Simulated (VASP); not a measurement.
Runs of VASP 6.6.1 on LiBeF3. The structure is that of space group Pm-3m (No. 221), or close to it. The cells are those of the table. 

```tsv
task	cell	k mesh	cutoff (eV)	gap on the mesh (eV)	pressure (GPa)
relaxation of cell and atoms	relaxed from a = 3.541 Å, 5 atoms	6 × 6 × 6	600	1.58	-0.3
single point	a = 3.541 Å, 5 atoms	4 × 4 × 4	520	1.58	-
single point	a = 3.541 Å, 5 atoms	6 × 6 × 6	520	1.58	-
relaxation of cell and atoms	relaxed from a = 3.847 Å, 5 atoms	4 × 4 × 4	600	(a)	0.3
single point	a = 3.847 Å, 5 atoms	4 × 4 × 4	520	0.84	-
```

Alike in all rows: level PBE; potentials or basis VASP PAW PBE potentials, release 64 (Li_sv, Be, F); no spin polarisation; smearing gaussian 0.1 eV.

Estimate the missing entries.

(a) 1.61.

Caveats: some runs use coarse meshes; the cutoff is under 1.25 times the usual one of these potentials, so pressure, stress and relaxed cells hold a basis-set (Pulay) error; the relaxation stopped at its first step, so nothing moved (some runs).

A k mesh can miss the band edges.
